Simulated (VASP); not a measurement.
Runs of VASP 6.6.1 on BeTe. The structure is that of space group F-43m (No. 216), or close to it. The cells are those of the table. 

| task | level | spin | cell | k mesh | gap on the mesh (eV) | pressure (GPa) |
| --- | --- | --- | --- | --- | --- | --- |
| dielectric tensor | r2SCAN | off | a = 3.920 Å, angles 60.0°, 2 atoms | 6 × 6 × 6 | (c) | - |
| single point | PBE | off | a = 3.920 Å, angles 60.0°, 2 atoms | 4 × 4 × 4 | 1.84 | 4.8 |
| single point | PBE | off | a = 4.040 Å, angles 60.0°, 2 atoms | 4 × 4 × 4 | 2.07 | (b) |
| dielectric tensor | r2SCAN | off | a = 3.840 Å, angles 60.0°, 2 atoms | 6 × 6 × 6 | 2.04 | - |
| dielectric tensor | r2SCAN | off | a = 3.880 Å, angles 60.0°, 2 atoms | 6 × 6 × 6 | 2.13 | - |
| dielectric tensor | r2SCAN | off | a = 4.000 Å, angles 60.0°, 2 atoms | 6 × 6 × 6 | 2.37 | - |
| single point | PBE | off | a = 3.880 Å, angles 60.0°, 2 atoms | 4 × 4 × 4 | 1.76 | 7.2 |
| single point | PBE | off | a = 3.840 Å, angles 60.0°, 2 atoms | 4 × 4 × 4 | 1.67 | 10.0 |
| single point | PBE | off | a = 4.000 Å, angles 60.0°, 2 atoms | 4 × 4 × 4 | 2.00 | 0.8 |
| single point | r2SCAN | non-collinear, zero start, SOC | a = 3.840 Å, angles 60.0°, 2 atoms | 8 × 8 × 8 | - | 9.6 |
| dielectric tensor | r2SCAN | off | a = 3.960 Å, angles 60.0°, 2 atoms | 6 × 6 × 6 | (a) | - |

Alike in all rows: smearing gaussian 0.01 eV.

Task: Estimate the missing entries.

Result: (a) 2.29; (b) -0.9; (c) 2.21.

Caveats: some runs use coarse meshes; spin-orbit coupling is left out, which moves the levels of the heavy elements (at least some runs); the PAW data sets were made with another functional, which shifts forces and pressure a little (at least some runs); the cell stands under pressure (at least some runs).

A k mesh can miss the band edges, and rows without SOC leave out spin-orbit coupling on Te.
